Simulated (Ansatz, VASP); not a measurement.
**Two plane-wave programs on TiAl3**

```
CELL_PARAMETERS angstrom
-1.94933 1.94933 4.28067
1.94933 -1.94933 4.28067
1.94933 1.94933 -4.28067
ATOMIC_POSITIONS crystal
Ti 0.00000 0.00000 0.00000
Al 0.25000 0.75000 0.50000
Al 0.75000 0.25000 0.50000
Al 0.50000 0.50000 0.00000
```

Alike in both runs: functional PBE; k mesh 8 × 8 × 8; occupations fermi-dirac, width 0.05 eV; no spin polarisation.

|  | VASP | Ansatz |
| --- | --- | --- |
| version | VASP 6.6.1 | Ansatz 0.2.0 |
| potentials or method | VASP PAW PBE potentials, release 64 (Ti_sv, Al) | Ansatz PAW |
| plane-wave cutoff (eV) | 520 | 420 |
| valence electrons in the cell | 21 | 21 |
| task | single point | band structure |

Ansatz gave:

| Quantity | Value |
| --- | --- |
| gap on the k mesh at the Fermi level (eV) | none |
| pressure (GPa) | -2.1 |
| traceless stress, the component that is largest in VASP (GPa) | 2.34 |

Which values does VASP return?

gap on the k mesh at the Fermi level (eV): none; pressure (GPa): -2.2; traceless stress, the component that is largest in VASP (GPa): 2.34.

A gap of «none» marks a metal or a gap that the smearing closes.
